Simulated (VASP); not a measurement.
A run of VASP 6.6.1:

The input INCAR:

```
SYSTEM = SiMo6
ALGO = Normal
EDIFF = 1E-6
ENCUT = 520
GGA = PE
ISIF = 2
ISMEAR = -1
LASPH = .TRUE.
LCHARG = .FALSE.
LREAL = .FALSE.
LWAVE = .FALSE.
NBANDS = 53
NELM = 100
PREC = Accurate
SIGMA = 0.05
```

Contents of KPOINTS:

```
k-points
0
G
  3 3 3
  0 0 0
```

File POSCAR:

```
SiMo6
1.0
    4.8612537700      0.0000000000      0.0000000000
    0.0000000000      4.8612537700      0.0000000000
    0.0000000000      0.0000000000      4.8612537700
Mo Si
6 1
Direct
    0.2536857894      0.0012270497      0.5003145516
    0.5012647180      0.7488101161      0.0003141165
    0.7488426180      0.0012274611      0.5003145516
    0.5012647180      0.2536526703      0.0003143222
    0.0012638715      0.5012289247      0.7478943030
    0.0012640772      0.5012297476      0.2527364458
    1.0012635074      0.0012291068      0.0003145279
```

Potentials or basis: VASP PAW PBE potentials, release 64 (Mo_sv, Si).

Run with:

```bash
$ cat potpaw_PBE.64/Mo_sv/POTCAR potpaw_PBE.64/Si/POTCAR > POTCAR
$ mpirun -np 1 vasp_std > vasp.out
```

Hardware: 1 thread of Intel(R) Xeon(R) 6975P-C (Granite Rapids) (shared host).

Question: How long does it take, and how much memory?

Answer: Wall time 13 s on 1 thread of Intel(R) Xeon(R) 6975P-C (Granite Rapids), with other jobs on the host, peak memory 0.2 GiB. Counts: scf iterations 13, k points 4.
